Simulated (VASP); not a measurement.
Set up this calculation in VASP 6.6.1, as the native input.

| Item | Value |
| --- | --- |
| Task | single point |
| Functional | LDA |
| Potentials or basis | VASP PAW LDA potentials, release 64 (Al, O) |
| Cutoff | 600 eV |
| k mesh | 3 × 3 × 2 |
| Occupations | fermi-dirac, width 0.02 eV |
| Spin | no spin polarisation |
| Dipole correction | no |
| Further INCAR settings | ALGO = Normal; EDIFF = 1e-06; NBANDS = 64 |

The structure of Al2O3 lies in POSCAR:

```
Al2O3
1.0
    5.7686464748      0.0000000000      0.0000000000
   -2.8843232374      4.9957943926      0.0000000000
    0.0000000000      0.0000000000      9.3367500000
Al O
8 12
Direct
    0.0000000000      0.0000000000      0.1499900000
    0.0000000000      0.0000000000      0.8500100000
    0.0000000000      0.5000000000      0.1499900000
    0.0000000000      0.5000000000      0.8500100000
    0.5000000000      0.0000000000      0.1499900000
    0.5000000000      0.0000000000      0.8500100000
    0.5000000000      0.5000000000      0.1499900000
    0.5000000000      0.5000000000      0.8500100000
    0.1666666667      0.3333333333      0.2223200000
    0.3333333333      0.1666666667      0.0000000000
    0.1666666667      0.3333333333      0.7776800000
    0.1666666667      0.8333333333      0.2223200000
    0.3333333333      0.6666666667      0.0000000000
    0.1666666667      0.8333333333      0.7776800000
    0.6666666667      0.3333333333      0.2223200000
    0.8333333333      0.1666666667      0.0000000000
    0.6666666667      0.3333333333      0.7776800000
    0.6666666667      0.8333333333      0.2223200000
    0.8333333333      0.6666666667      0.0000000000
    0.6666666667      0.8333333333      0.7776800000
```

The input as run:

INCAR

```
PREC = Accurate ; ENCUT = 600
EDIFF = 1E-6 ; ISMEAR = -1
SIGMA = 0.02 ; LREAL = False
LASPH = True ; NELM = 120
ALGO = Normal ; ISIF = 2
LWAVE = False ; LCHARG = False
GGA = CA ; NBANDS = 64
GGA_COMPAT = False
```

KPOINTS

```
Automatic mesh
0
Gamma
  3 3 2
```

Potentials or basis: VASP PAW LDA potentials, release 64 (Al, O).

The run is started by

```sh
$ cat potpaw_LDA.64/Al/POTCAR potpaw_LDA.64/O/POTCAR > POTCAR
$ mpirun -np 1 vasp_std > vasp.out
```

It gave:

| Quantity | Value |
| --- | --- |
| Pressure | -6.6 GPa |
| Largest force | 0.502 eV/Å |
| Band gap on the k mesh | 4.75 eV |

Caveat: the cell stands under tension; an odd mesh through Γ misses points on the zone boundary, where band edges can lie.

Wall time 100 s on 1 thread of Intel(R) Xeon(R) 6975P-C (Granite Rapids), on a shared host, peak memory 0.36 GiB.
